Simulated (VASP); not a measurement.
# MoS2 (R-3m) in VASP: single point with PBE

Aim: the single point of MoS2 with PBE.

Program: VASP 6.6.1. These are calculated values, not measurements. Logs are shortened: lines on timing, memory, paths and dates and some standing lists are left out, and cuts for length are marked.

### Step 1. The cell of the first run

The structure is trigonal, space group R-3m (No. 166). Conventional cell: a = 3.171 Å, b = 3.171 Å, c = 18.345 Å, α = 90.00°, β = 90.00°, γ = 120.00°. Within 3.2 Å of Mo (site symmetry -3m) lie 6 S at 2.39 Å and 6 Mo at 3.17 Å. Within 3.2 Å of S (site symmetry 3m) lie 3 Mo at 2.39 Å and 6 S at 3.17 Å.

### Step 2. Single point, PBE

Input file INCAR:

```
ALGO = Normal
EDIFF = 1E-6
ENCUT = 520
GGA = PE
ISIF = 2
ISMEAR = 1
LASPH = T
LCHARG = F
LREAL = F
LWAVE = F
NBANDS = 20
NELM = 80
PREC = Accurate
SIGMA = 0.1
```

Input file KPOINTS:

```
k-points
0
Gamma
  9 9 9
```

Input file POSCAR:

```
MoS2
1.0
    1.5855000000      0.9153900000      6.1150000000
   -1.5855000000      0.9153900000      6.1150000000
    0.0000000000     -1.8307800000      6.1150000000
Mo S
1 2
Direct
    0.0000000000      0.0000000000      0.0000000000
    0.7500000000      0.7500000000      0.7500000000
    0.2500000000      0.2500000000      0.2500000000
```

Potentials or basis: VASP PAW PBE potentials, release 64 (Mo_sv, S).

Command:

```console
$ cat potpaw_PBE.64/Mo_sv/POTCAR potpaw_PBE.64/S/POTCAR > POTCAR
$ mpirun -np 1 vasp_std > vasp.out
```

OUTCAR:

```text
EDIFF = 1E-6
   ENCUT = 520
   GGA = PE
   ISIF = 2
   ISMEAR = 1
   LASPH = T
   LREAL = F
   NELM = 80
   PREC = Accurate

 ion  position               nearest neighbor table
   1  0.000  0.000  0.000-   2 2.39   2 2.39   3 2.39   3 2.39   2 2.39   3 2.39
   2  0.750  0.750  0.750-   1 2.39   1 2.39   1 2.39
   3  0.250  0.250  0.250-   1 2.39   1 2.39   1 2.39

  LATTYP: Found a trigonal (rhomboedric) cell.
 ALAT       =     6.3831789966
 COS(alpha) =     0.8766073686

  Lattice vectors:

 A1 = (   1.5855000000,   0.9153900000,   6.1150000000)
 A2 = (  -1.5855000000,   0.9153900000,   6.1150000000)
 A3 = (   0.0000000000,  -1.8307800000,   6.1150000000)

Analysis of symmetry for initial positions (statically):
=====================================================================
 Subroutine PRICEL returns:
 Original cell was already a primitive cell.

 Routine SETGRP: Setting up the symmetry group for a
 trigonal (rhombohedral) supercell.

 Subroutine GETGRP returns: Found 12 space group operations
 (whereof 12 operations were pure point group operations)
 out of a pool of 12 trial point group operations.

The static configuration has the point symmetry D_3d.

Analysis of symmetry for dynamics (positions and initial velocities):
=====================================================================
 Subroutine PRICEL returns:
 Original cell was already a primitive cell.

 Routine SETGRP: Setting up the symmetry group for a
 trigonal (rhombohedral) supercell.

 Subroutine GETGRP returns: Found 12 space group operations
 (whereof 12 operations were pure point group operations)
 out of a pool of 12 trial point group operations.

The dynamic configuration has the point symmetry D_3d.

 Subroutine INISYM returns: Found 12 space group operations
 (whereof 12 operations are pure point group operations),
 and found     1 'primitive' translations

----------------------------------------------------------------------------------------

                                     Primitive cell

  volume of cell :      53.2501

  direct lattice vectors                    reciprocal lattice vectors
     1.585500000  0.915390000  6.115000000     0.315357931  0.182071758  0.054510766
    -1.585500000  0.915390000  6.115000000    -0.315357931  0.182071758  0.054510766
     0.000000000 -1.830780000  6.115000000     0.000000000 -0.364143516  0.054510766

  length of vectors
     6.383178997  6.383178997  6.383179491     0.368201268  0.368201268  0.368200929

  position of ions in fractional coordinates (direct lattice)
     0.000000000  0.000000000  0.000000000
     0.750000000  0.750000000  0.750000000
     0.250000000  0.250000000  0.250000000

  ion indices of the primitive-cell ions
   primitive index   ion index
                 1           1
                 2           2
                 3           3

----------------------------------------------------------------------------------------

 KPOINTS: k-points

Automatic generation of k-mesh.
 Grid dimensions read from file:
 generate k-points for:    9    9    9

 Generating k-lattice:

  Cartesian coordinates                     Fractional coordinates (reciprocal lattice)
     0.035039770  0.020230195  0.006056752     0.111111111  0.000000000  0.000000000
    -0.035039770  0.020230195  0.006056752     0.000000000  0.111111111  0.000000000
     0.000000000 -0.040460391  0.006056752     0.000000000  0.000000000  0.111111111

  Length of vectors
     0.040911252  0.040911252  0.040911214

  Shift w.r.t. Gamma in fractional coordinates (k-lattice)
     0.000000000  0.000000000  0.000000000

 Subroutine IBZKPT returns following result:
 ===========================================

 Found     85 irreducible k-points:

 Following reciprocal coordinates:
            Coordinates               Weight
  0.000000  0.000000  0.000000      1.000000
  0.111111  0.000000  0.000000      6.000000
  0.222222  0.000000  0.000000      6.000000
  0.333333  0.000000  0.000000      6.000000
  0.444444  0.000000  0.000000      6.000000
  0.111111  0.111111  0.000000      6.000000
[... 16 lines left out ...]
 -0.333333  0.333333  0.000000      6.000000
  0.444444  0.444444  0.000000      6.000000
 [... further k-points ...]
   k-points           NKPTS =     85   k-points in BZ     NKDIM =     85   number of bands    NBANDS=     20
   number of dos      NEDOS =    301   number of ions     NIONS =      3
   total plane-waves  NPLWV = 110592
   dimension x,y,z NGX =    48 NGY =   48 NGZ =   48
   dimension x,y,z NGXF=    96 NGYF=   96 NGZF=   96
   ions per type =               1   2
   NGX,Y,Z   is equivalent  to a cutoff of  12.50, 12.50, 12.50 a.u.
   NGXF,Y,Z  is equivalent  to a cutoff of  25.00, 25.00, 25.00 a.u.
 SYSTEM =  unknown system
   PREC   = accura    normal or accurate (medium, high low for compatibility)
   ISTART =      0    job   : 0-new  1-cont  2-samecut
   ICHARG =      2    charge: 1-file 2-atom 10-const
   ISPIN  =      1    spin polarized calculation?
   LNONCOLLINEAR =      F non collinear calculations
   LSORBIT =      F    spin-orbit coupling
   LASPH  =      T    aspherical Exc in radial PAW
   ENCUT  =  520.0 eV  38.22 Ry    6.18 a.u.  11.87 11.87 11.87*2*pi/ulx,y,z
   NELM   =     80;   NELMIN=  2; NELMDL= -5     # of ELM steps
   EDIFF  = 0.1E-05   stopping-criterion for ELM
   LREAL  =      F    real-space projection
   EDIFFG = 0.1E-04   stopping-criterion for IOM
   NSW    =      0    number of steps for IOM
   IBRION =     -1    ionic relax: 0-MD 1-quasi-New 2-CG
   NFREE  =      0    steps in history (QN), initial steepest desc. (CG)
   ISIF   =      2    stress and relaxation
   ISYM   =      2    0-nonsym 1-usesym 2-fastsym
   POTIM  = 0.5000    time-step for ionic-motion
   TEBEG  =    0.0;   TEEND  =   0.0 temperature during run
   PSTRESS=    0.0 pullay stress
   NELECT =      26.0000    total number of electrons
   NUPDOWN=      -1.0000    fix difference up-down
   EMIN   =  10.00;   EMAX   =-10.00  energy-range for DOS
   EFERMI =   0.00;   METHOD = LEGACY
   ISMEAR =     1;   SIGMA  =   0.10  broadening in eV -4-tet -1-fermi 0-gaus
   EFERMI_NEDOS =   21; number of points for ismear=-14 and -15
   IALGO  =     38    algorithm
   IMIX   =      4    mixing-type and parameters
     AMIX     =   0.40;   BMIX     =  1.00
     AMIX_MAG =   1.60;   BMIX_MAG =  1.00
  volume/ion in A,a.u.               =      17.75       119.78
  Fermi-wavevector in a.u.,A,eV,Ry     =   1.289118  2.436079 22.610494  1.661824
  Thomas-Fermi vector in A             =   2.421030
   LORBIT       =      0    0 simple, 1 ext, 2 COOP (PROOUT), +10 PAW based schemes
   GGA     = PE    functional components
   LHFCALC =     F    Hartree Fock is set to
   AEXX    =    0.0000 exact exchange contribution
   IVDW    =     0    specifies the selected vdW correction
   LEPSILON=     F    determine dielectric tensor
   LRPA    =     F    only Hartree local field effects (RPA)
 non-spin polarized calculation
 Methfessel and Paxton  Order N= 1 SIGMA  =   0.10
  energy-cutoff  :      520.00
  volume of cell :       53.25
 maximum number of plane-waves:      1446
   NGX = 23   NGY = 23   NGZ = 23

 number of electron      25.9999998 magnetization

 Free energy of the ion-electron system (eV)
  ---------------------------------------------------
  ext. energy  EPLUGINS =         0.00000000
  ---------------------------------------------------
  free energy    TOTEN  =       -20.94175657 eV

  energy without entropy =      -20.94226537  energy(sigma->0) =      -20.94192617

 E-fermi :   7.6743     XC(G=0): -10.8252

 val. band max:        7.6353469276   @ k =  -0.1111   0.4444   0.1111
 cond. band min:       7.6785309073   @ k =  -0.3333   0.4444   0.2222
 fundamental gap:      0.0431839797
 Fermi energy:         7.6743303404

 k-point     1 :       0.0000    0.0000    0.0000
  band No.  band energies     occupation
      1     -53.9913      2.00000
      2     -28.0640      2.00000
      3     -27.9884      2.00000
      4     -27.9884      2.00000
      5      -7.4065      2.00000
      6      -5.7746      2.00000
[... 12 lines left out ...]
     19      14.5502      0.00000
     20      17.3499      0.00000

 k-point     2 :       0.1111    0.0000    0.0000
  band No.  band energies     occupation
      1     -53.9866      2.00000
      2     -28.0546      2.00000
      3     -28.0357      2.00000
      4     -27.9991      2.00000
      5      -7.2048      2.00000
      6      -5.7417      2.00000
[... 12 lines left out ...]
     19      15.1918      0.00000
     20      16.8181      0.00000

 k-point     3 :       0.2222    0.0000    0.0000
  band No.  band energies     occupation
      1     -53.9746      2.00000
      2     -28.1543      2.00000
      3     -28.0303      2.00000
      4     -28.0262      2.00000
      5      -6.6600      2.00000
      6      -5.6393      2.00000
[... 12 lines left out ...]
     19      15.8539      0.00000
     20      16.9655      0.00000

 k-point     4 :       0.3333    0.0000    0.0000
  band No.  band energies     occupation
      1     -53.9611      2.00000
      2     -28.2864      2.00000
      3     -28.0569      2.00000
      4     -28.0027      2.00000
      5      -6.0371      2.00000
      6      -5.3856      2.00000
[... 12 lines left out ...]
     19      15.2673      0.00000
     20      16.6107      0.00000

 k-point     5 :       0.4444    0.0000    0.0000
  band No.  band energies     occupation
      1     -53.9522      2.00000
      2     -28.3711      2.00000
      3     -28.0768      2.00000
      4     -27.9846      2.00000
      5      -5.7875      2.00000
      6      -4.9114      2.00000
[... 12 lines left out ...]
     19      15.0002      0.00000
     20      15.1076      0.00000
[... 353 lines left out ...]
      6      -5.3060      2.00000
[... 12 lines left out ...]
     19      14.5445      0.00000
     20      16.2589      0.00000

 k-point    22 :      -0.4444    0.3333   -0.0000
  band No.  band energies     occupation
      1     -53.9483      2.00000
      2     -28.3218      2.00000
      3     -28.1751      2.00000
      4     -27.9769      2.00000
      5      -5.3591      2.00000
      6      -5.0762      2.00000
[... 12 lines left out ...]
     19      14.8561      0.00000
     20      16.3833      0.00000

 k-point    23 :      -0.3333    0.3333    0.0000
  band No.  band energies     occupation
      1     -53.9459      2.00000
      2     -28.2628      2.00000
      3     -28.2628      2.00000
      4     -27.9722      2.00000
      5      -5.1210      2.00000
      6      -5.1209      2.00000
[... 12 lines left out ...]
     19      16.1537      0.00000
     20      16.2749      0.00000

 k-point    24 :       0.4444    0.4444    0.0000
  band No.  band energies     occupation
      1     -53.9522      2.00000
      2     -28.3711      2.00000
      3     -28.0768      2.00000
      4     -27.9847      2.00000
      5      -5.6891      2.00000
      6      -5.0357      2.00000
[... 12 lines left out ...]
     19      13.7106      0.00000
     20      15.5757      0.00000

 [... further k-points ...]
[... 5 lines left out ...]
  --------------------------------------------------------------------------------------
  -------------------------------------------------------------------------------------
  Total        2.1053108      2.1053161      3.4982223      0.0000000      0.0000000      0.0000000
  in kB       63.3441737     63.3443327    105.2538183      0.0000000      0.0000000      0.0000000
  external PRESSURE =      77.3141082 kB  Pullay stress =       0.0000000 kB

 VOLUME and BASIS-vectors are now :
 -----------------------------------------------------------------------------
  energy-cutoff  :      520.00
  volume of cell :       53.25
      direct lattice vectors                 reciprocal lattice vectors
     1.585500000  0.915390000  6.115000000     0.315357931  0.182071758  0.054510766
    -1.585500000  0.915390000  6.115000000    -0.315357931  0.182071758  0.054510766
     0.000000000 -1.830780000  6.115000000     0.000000000 -0.364143516  0.054510766

 POSITION                                       TOTAL-FORCE (eV/Angst)
 -----------------------------------------------------------------------------------
      0.00000      0.00000      0.00000         0.000000      0.000000      0.000000
      0.00000      0.00000     13.75875         0.000000     -0.000000      0.977939
      0.00000      0.00000      4.58625         0.000000      0.000000     -0.977939
 -----------------------------------------------------------------------------------
    total drift:                               -0.000000     -0.000000      0.000000

  FREE ENERGIE OF THE ION-ELECTRON SYSTEM (eV)
  ---------------------------------------------------
  free  energy   TOTEN  =       -20.9417565711 eV

  energy  without entropy=      -20.9422653749  energy(sigma->0) =      -20.94192617
```

It took 6.3 min on 1 thread of Intel Xeon 8259CL, shared host; peak memory 0.35 GiB.

Results:

| Item | Value |
| --- | --- |
| Free energy | -20.9418 eV |
| Pressure | 7.7 GPa |
| Largest force | 0.978 eV/Å |
| Band gap on the k mesh | zero (band 13 reaches 8.21 eV, above the bottom of band 14 at 7.42 eV) |

Forces on the atoms (eV/Å):
```
Mo   0.000  0.000  0.000
S    0.000  0.000  0.978
S    0.000  0.000 -0.978
```
